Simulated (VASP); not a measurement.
Here is a VASP 6.6.1 calculation.

File INCAR:

```
SYSTEM = Ru
PREC = Accurate
ENCUT = 520
EDIFF = 1E-6
ISMEAR = 0
SIGMA = 0.15
LREAL = .FALSE.
LASPH = .TRUE.
NELM = 60
ALGO = Fast
ISIF = 2
LWAVE = .FALSE.
LCHARG = .TRUE.
GGA = PS
LELF = .TRUE.
LVHAR = .TRUE.
NBANDS = 21
```

The input KPOINTS:

```
regular mesh
0
G
  24 24 14
  0 0 0
```

The input POSCAR:

```
Ru
1.0
    2.6895239996      0.0000000000      0.0000000000
   -1.3447619998      2.3291961077      0.0000000000
    0.0000000000      0.0000000000      4.2519209508
Ru
2
Direct
    0.3333333333      0.6666666667      0.2970375631
    0.6666666667      0.3333333333      0.7029624369
```

Potentials or basis: VASP PAW PBE potentials, release 64 (Ru_pv).

Launch:

```sh
$ cat potpaw_PBE.64/Ru_pv/POTCAR > POTCAR
$ mpirun -np 1 vasp_std > vasp.out
```

(1) Estimate the largest force.

(2) Estimate the band gap on the k mesh.

(3) Estimate the pressure.

Answers

(1) 7.725 eV/Å.

(2) zero (bands 14 and 15 overlap by 2.43 eV).

(3) 33.8 GPa.

Caveat: the cell differs from its parent crystal (atoms displaced along a vibrational mode); the cell stands under pressure; the PAW data sets were made with another functional, which shifts forces and pressure a little.
